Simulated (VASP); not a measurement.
A run of VASP 6.6.1 is set up as follows.

File INCAR:

```
SYSTEM = MgO
ALGO = Normal
EDIFF = 1E-6
ENCUT = 600
GGA_COMPAT = .FALSE.
ISIF = 2
ISMEAR = 0
LASPH = .TRUE.
LCHARG = .TRUE.
LELF = .TRUE.
LREAL = .FALSE.
LVHAR = .TRUE.
LWAVE = .FALSE.
NBANDS = 11
NELM = 120
PREC = Accurate
SIGMA = 0.02
```

KPOINTS

```
k-points
0
G
  10 10 10
  0 0 0
```

Contents of POSCAR:

```
MgO
1.0
    0.0000000000      2.0803236594      2.0803236594
    2.0803236594      0.0000000000      2.0803236594
    2.0803236594      2.0803236594      0.0000000000
Mg O
1 1
Direct
    0.0000000000      0.0000000000      0.0000000000
    0.5000000000      0.5000000000      0.5000000000
```

Potentials or basis: VASP PAW LDA potentials, release 64 (Mg, O).

The run is started by

```console
$ cat potpaw_LDA.64/Mg/POTCAR potpaw_LDA.64/O/POTCAR > POTCAR
$ mpirun -np 1 vasp_std > vasp.out
```

(1) Predict the pressure.

(2) What does it give for the band gap on the k mesh?

## Answers

(1) -2.1 GPa.

(2) 5.03 eV, direct.
